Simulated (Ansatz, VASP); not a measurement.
Two plane-wave programs on Hf

```xyz
2
Lattice="-2.7841 2.7841 1.5045 2.7841 -2.7841 1.5045 2.7841 2.7841 -1.5045" Properties=species:S:1:pos:R:3 pbc="T T T"
Hf    0.0000    0.0000    0.0000
Hf    0.0000    2.7841    0.7523
```

Alike in both runs: functional PBE; k mesh 20 × 20 × 20; occupations gaussian, width 0.1 eV; no spin polarisation.

Ansatz relaxed the structure, and its values are those at the end. VASP's run is a single point on that final structure, the one shown.

|  | VASP | Ansatz |
| --- | --- | --- |
| version | VASP 6.6.1 | Ansatz 0.2.0 |
| potentials or method | VASP PAW PBE potentials, release 64 (Hf_pv), cutoff 520 eV | scalar-relativistic, plane waves, PAW |
| valence electrons in the cell | 20 | 52 |

|  | VASP | Ansatz | Ansatz less VASP |
| --- | --- | --- | --- |
| gap on the k mesh at the Fermi level (eV) | none | none | - |
| pressure (GPa) | -0.4 | 0.0 | +0.37 |

A gap of «none» marks a metal or a gap that the smearing closes. With one functional, cell and mesh, what is left measures potentials, basis and numerics. VASP's potentials hold 20 valence electrons a cell and Ansatz's 52, so a difference there can come from the potentials and not from the codes.

Neither program's run includes spin-orbit coupling.
